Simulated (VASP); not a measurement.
Here is a VASP 6.6.1 calculation.

The input INCAR:

```
  AGGAC = 1.0
  AGGAX = 1.0
  ALDAC = 0.0
  ALDAX = 1.0
  ALGO = Normal
  EDIFF = 1E-7
  ENCUT = 520
  GGA = B5
  ISIF = 2
  ISMEAR = 0
  LASPH = True
  LCHARG = True
  LELF = True
  LREAL = False
  LVHAR = True
  LWAVE = False
  NBANDS = 10
  NELM = 60
  PREC = Accurate
  SIGMA = 0.1
```

Contents of KPOINTS:

```
k-points
0
Gamma
  4 4 4
```

POSCAR

```
I
1.0
    0.0000000000      2.3656004428      3.9098401324
    2.1922454667      0.0000000000      3.9098401324
    2.1922454667      2.3656004428      0.0000000000
I
1
Direct
    0.0000000000      0.0000000000      0.0000000000
```

Potentials or basis: VASP PAW PBE potentials, release 64 (I).

Run with:

```console
$ cat potpaw_PBE.64/I/POTCAR > POTCAR
$ mpirun -np 1 vasp_std > vasp.out
```

Q: What does it give for the pressure?

A: 1.5 GPa.

Stress tensor (GPa, compression positive):
```
1.54 0.00 0.00
0.00 0.68 0.00
0.00 0.00 2.23
```

Caveat: the k points lie up to 0.53 Å⁻¹ apart; the PAW data sets were made with another functional, which shifts forces and pressure a little; an odd number of electrons without spin polarisation forces a metal; a magnetic or distorted state may lie lower.
